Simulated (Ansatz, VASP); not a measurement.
## One calculation of GeMo2, two programs

```xyz
3
Lattice="3.5622 0.0000 0.0000 0.0000 3.5622 0.0000 0.0000 0.0000 4.9588" Properties=species:S:1:pos:R:3 pbc="T T T"
Ge    1.7811    1.7811    0.0000
Mo    0.0000    0.0000    2.4794
Mo    1.7811    1.7811    2.4794
```

Alike in both runs: functional PBE; k mesh 14 × 14 × 10; occupations gaussian, width 0.1 eV; collinear spin.

Ansatz relaxed the structure, and its values are those at the end. VASP's run is a single point on that final structure, the one shown.

|  | VASP | Ansatz |
| --- | --- | --- |
| version | VASP 6.6.1 | Ansatz 0.2.0 |
| potentials or method | VASP PAW PBE potentials, release 64 (Ge_d, Mo_sv), cutoff 520 eV | scalar-relativistic, plane waves, PAW |
| valence electrons in the cell | 42 | 42 |

Ansatz gave:

- gap on the k mesh at the Fermi level (eV): none
- pressure (GPa): 0.0
- net moment per atom (μB): 0.00

Q: Estimate VASP's values.

A: gap on the k mesh at the Fermi level (eV): none; pressure (GPa): 0.3; net moment per atom (μB): 0.00.

A gap of «none» marks a metal or a gap that the smearing closes. Ansatz's warnings: seeded moment not kept.
